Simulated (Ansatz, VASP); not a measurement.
Lu3NbF in VASP and in Ansatz

```xyz
5
Lattice="4.7411 0.0000 0.0000 0.0000 4.7411 0.0000 0.0000 0.0000 4.7411" Properties=species:S:1:pos:R:3 pbc="T T T"
Lu    2.3706    2.3706    0.0000
Lu    2.3706    0.0000    2.3706
Lu    0.0000    2.3706    2.3706
Nb    0.0000    0.0000    0.0000
F     2.3706    2.3706    2.3706
```

Change from the starting cell: species swapped into the Tb3AlN type (Pm-3m, No. 221).

Alike in both runs: functional PBE; k mesh 8 × 8 × 8; occupations gaussian, width 0.1 eV; no spin polarisation.

Ansatz relaxed the structure, and its values are those at the end. VASP's run is a single point on that final structure, the one shown.

```csv
,VASP,Ansatz
version,VASP 6.6.1,Ansatz 0.2.0
potentials or method,"VASP PAW PBE potentials, release 64 (Lu, Nb_sv, F), cutoff 520 eV","scalar-relativistic, plane waves, PAW"
valence electrons in the cell,95,95
```

```tsv
	VASP	Ansatz	Ansatz less VASP
gap on the k mesh at the Fermi level (eV)	none	none	-
pressure (GPa)	0.3	0.0	-0.26
```

A gap of «none» marks a metal or a gap that the smearing closes.

Neither program's run includes spin-orbit coupling.
